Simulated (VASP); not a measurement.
Al4Ni4B, 9 atoms in the cell. The cell holds a slab with vacuum, 9 atoms: a = 2.862 Å, b = 4.048 Å, c = 25.072 Å, α = 90.00°, β = 90.00°, γ = 90.00°. 

```yaml
Program: VASP 6.6.1
Task: single point
Functional: PBE
Potentials_or_basis: VASP PAW PBE potentials, release 64 (Al, Ni, B)
Cutoff: 520 eV
k_mesh: 10 × 7 × 1
Occupations: fermi-dirac, width 0.1 eV
Spin: no spin polarisation
Dipole_correction: yes
Further_INCAR_settings: ALGO = Normal; EDIFF = 1e-06; NBANDS = 38; NELMDL = -8
```

Potentials or basis: VASP PAW PBE potentials, release 64 (Al, Ni, B).

Command:

```sh
$ cat potpaw_PBE.64/Al/POTCAR potpaw_PBE.64/Ni/POTCAR potpaw_PBE.64/B/POTCAR > POTCAR
$ mpirun -np 1 vasp_std > vasp.out
```

Hardware: 1 thread of Oxide Virtual Turin-like Processor (shared host).

How long does it take, and how much memory?

Run time: 23 min on 1 thread of Oxide Virtual Turin-like Processor, with other jobs on the host, peak memory 0.52 GiB. Counts: scf iterations 37, k points 36.
